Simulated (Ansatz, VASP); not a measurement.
## Two plane-wave programs on ZnSe

```
Zn Se
1.0
     0.00000    2.78368    2.78368
     2.78368    0.00000    2.78368
     2.78368    2.78368    0.00000
Zn Se
1 1
Direct
  0.00000 0.00000 0.00000
  0.25000 0.25000 0.25000
```

Alike in both runs: functional LDA; k mesh 8 × 8 × 8; occupations gaussian, width 0.02 eV; no spin polarisation.

Ansatz relaxed the structure, and its values are those at the end. VASP's run is a single point on that final structure, the one shown.

|  | VASP | Ansatz |
| --- | --- | --- |
| version | VASP 6.6.1 | Ansatz 0.2.0 |
| potentials or method | VASP PAW LDA potentials, release 64 (Zn, Se), cutoff 500 eV | scalar-relativistic, plane waves, PAW |
| valence electrons in the cell | 18 | 28 |

```csv
,VASP,Ansatz,Ansatz less VASP
gap on the k mesh at the Fermi level (eV),1.29,1.25,-0.044
least direct gap on the mesh (eV),1.29,1.25,-0.044
pressure (GPa),0.4,0.0,-0.37
```

Ansatz warns that its potentials were made for another functional, while VASP's fit it. LDA's correlation is that of Perdew and Zunger in VASP and of Perdew and Wang (1992) in Ansatz. VASP's potentials hold 18 valence electrons a cell and Ansatz's 28, so a difference there can come from the potentials and not from the codes.
